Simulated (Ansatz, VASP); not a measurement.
Li5C: VASP beside Ansatz

```
Li C
1.0
     4.91419    0.00000    0.00000
    -2.45710    4.25582    0.00000
     0.00000    0.00000    4.00059
Li C
5 1
Cartesian
  0.0000 0.0000 2.0003
  1.4581 1.9954 0.0000
  2.4571 0.2650 0.0000
  3.4561 1.9954 0.0000
  0.0000 0.0000 0.0000
  0.0000 2.8372 0.0000
```

Alike in both runs: task single point; functional PBE; k mesh 6 × 6 × 4; occupations gaussian, width 0.1 eV; no spin polarisation.

|  | VASP | Ansatz |
| --- | --- | --- |
| version | VASP 6.6.1 | Ansatz 0.2.0 |
| potentials or method | VASP PAW PBE potentials, release 64 (Li_sv, C_h), cutoff 1300 eV | scalar-relativistic, plane waves, PAW |
| valence electrons in the cell | 19 | 19 |

|  | VASP | Ansatz | Ansatz less VASP |
| --- | --- | --- | --- |
| gap on the k mesh at the Fermi level (eV) | none | none | - |
| pressure (GPa) | 14.2 | 13.9 | -0.24 |
| traceless stress, the component that is largest in VASP (GPa) | -6.02 | -5.79 | +0.230 |
| rms of the force components (eV/Å) | 0.074 | 0.129 | +0.0542 |

Atom by atom the forces differ by 0.054 eV/Å (rms over components). A gap of «none» marks a metal or a gap that the smearing closes.

The k mesh is coarse, so the values compare programs but aren't converged.
